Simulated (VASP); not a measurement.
A run of VASP 6.6.1 is set up as follows.

INCAR

```
SYSTEM = SrTiO3
ALGO = Normal ; EDIFF = 1E-6
ENCUT = 520 ; GGA = PE
ISIF = 2 ; ISMEAR = 0
LASPH = .TRUE. ; LCHARG = .FALSE.
LDAU = .TRUE. ; LDAUJ = 0 0 0
LDAUL = -1 2 -1 ; LDAUPRINT = 1
LDAUTYPE = 2 ; LDAUU = 0 4 0
LMAXMIX = 4 ; LREAL = .FALSE.
LWAVE = .FALSE. ; NBANDS = 28
NELM = 150 ; PREC = Accurate
SIGMA = 0.02
```

File KPOINTS:

```
k-points
0
G
  8 8 8
  0 0 0
```

POSCAR

```
SrTiO3
1.0
    3.9471298193      0.0000000000      0.0000000000
    0.0000000000      3.9471298193      0.0000000000
    0.3552416837      0.0000000000      3.9471298193
Sr Ti O
1 1 3
Direct
    0.0000000000      0.0000000000      0.0000000000
    0.5000000000      0.5000000000      0.5000000000
    0.5000000000      0.0000000000      0.5000000000
    0.5000000000      0.5000000000      0.0000000000
    0.0000000000      0.5000000000      0.5000000000
```

Potentials or basis: VASP PAW PBE potentials, release 64 (Sr_sv, Ti_sv, O).

The run is started by

```bash
$ cat potpaw_PBE.64/Sr_sv/POTCAR potpaw_PBE.64/Ti_sv/POTCAR potpaw_PBE.64/O/POTCAR > POTCAR
$ mpirun -np 1 vasp_std > vasp.out
```

Q: What does it give for the pressure?

A: 3.0 GPa.

Q: What does it give for the band gap on the k mesh?

A: 1.99 eV, indirect (least direct gap 2.22 eV).

Stress tensor (GPa, compression positive):
```
 2.53  0.00 -9.97
 0.00  2.99  0.00
-9.97  0.00  3.41
```

A k mesh can miss the band edges.
